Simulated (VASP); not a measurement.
# HfN: single point with r2SCAN

The system is HfN.

```
CELL_PARAMETERS angstrom
0.00000 2.44581 2.37243
2.44581 0.00000 2.37243
2.44581 2.44581 0.00000
ATOMIC_POSITIONS crystal
Hf 0.00000 0.00000 0.00000
N 0.75000 0.75000 0.75000
```

This cell differs from its parent crystal: strain +0.000 along x and y, -0.030 along z.

- Program: VASP 6.6.1
- Task: single point
- Functional: r2SCAN
- Potentials or basis: VASP PAW PBE potentials, release 64 (Hf_pv, N)
- Cutoff: 520 eV
- k mesh: 22 × 22 × 22
- Occupations: gaussian, width 0.15 eV
- Spin: no spin polarisation
- Dipole correction: no
- Further INCAR settings: ALGO = Normal; EDIFF = 1e-06; NBANDS = 14

- Pressure: 5.3 GPa

Stress tensor (GPa, compression positive):
```
3.65 0.00 0.00
0.00 3.65 0.00
0.00 0.00 8.46
```

Levels at points of the mesh, in eV from the Fermi level:
```
           k point  band 5  band 6  band 7  band 8  band 9  band 10  band 11  band 12
(0.00, 0.00, 0.00)   -6.07   -6.07   -5.98   -0.61    2.33     2.74     6.98     6.98
(0.50, 0.00, 0.00)   -6.20   -5.46   -5.30    1.60    3.08     3.11     4.78     5.70
(0.50, 0.50, 0.00)   -7.40   -4.08   -4.08   -1.18    2.63     4.51     5.06     5.06
(0.50, 0.00, 0.50)   -7.47   -4.04   -3.94   -1.39    2.51     4.56     5.03     5.08
```

Wall time 8.9 min on 1 thread of Intel(R) Xeon(R) 6975P-C (Granite Rapids), on a shared host, peak memory 0.45 GiB.

Caveat: the cell differs from its parent crystal (strain +0.000 along x and y, -0.030 along z); the PAW data sets were made with another functional, which shifts forces and pressure a little; spin-orbit coupling is left out, which moves the levels of the heavy elements.
